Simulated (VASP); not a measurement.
Write the native input for VASP 6.6.1 that does the following.

- Task: single point
- Functional: PBE
- Potentials or basis: VASP PAW PBE potentials, release 64 (Si, Pd, Pt)
- Cutoff: 520 eV
- k mesh: 4 × 4 × 4
- Occupations: gaussian, width 0.1 eV
- Spin: no spin polarisation
- Dipole correction: no
- Further INCAR settings: ALGO = Fast; EDIFF = 1e-07; NBANDS = 30

The structure of SiPd3Pt lies in POSCAR:

```
SiPd3Pt
1.0
    4.4459891303      0.0000000000      0.0000000000
    0.0000000000      4.4459891303      0.0000000000
    0.0000000000      0.0000000000      4.4459891303
Si Pd Pt
1 3 1
Direct
    0.5000000000      0.5000000000      0.5000000000
    0.0000000000      0.5000000000      0.5000000000
    0.5000000000      0.0000000000      0.5000000000
    0.5000000000      0.5000000000      0.0000000000
    0.0000000000      0.0000000000      0.0000000000
```

One way to write it, as run:

INCAR

```
  PREC = Accurate
  ENCUT = 520
  EDIFF = 1E-7
  ISMEAR = 0
  SIGMA = 0.1
  LREAL = False
  LASPH = True
  NELM = 60
  ALGO = Fast
  ISIF = 2
  LWAVE = False
  LCHARG = False
  GGA = PE
  NBANDS = 30
```

KPOINTS

```
regular mesh
0
Gamma
  4 4 4
```

Potentials or basis: VASP PAW PBE potentials, release 64 (Si, Pd, Pt).

The run is started by

```console
$ cat potpaw_PBE.64/Si/POTCAR potpaw_PBE.64/Pd/POTCAR potpaw_PBE.64/Pt/POTCAR > POTCAR
$ mpirun -np 1 vasp_std > vasp.out
```

Results of the run:

```yaml
Pressure: 0.5 GPa
Band_gap_on_the_k_mesh: zero (band 22 reaches 7.81 eV, above the bottom of band 23 at 7.23 eV)
```

Caveat: spin-orbit coupling is left out, which moves the levels of the heavy elements.

Run time: 19 s on 1 thread of Intel(R) Xeon(R) 6975P-C (Granite Rapids) (shared host), peak memory 0.21 GiB.
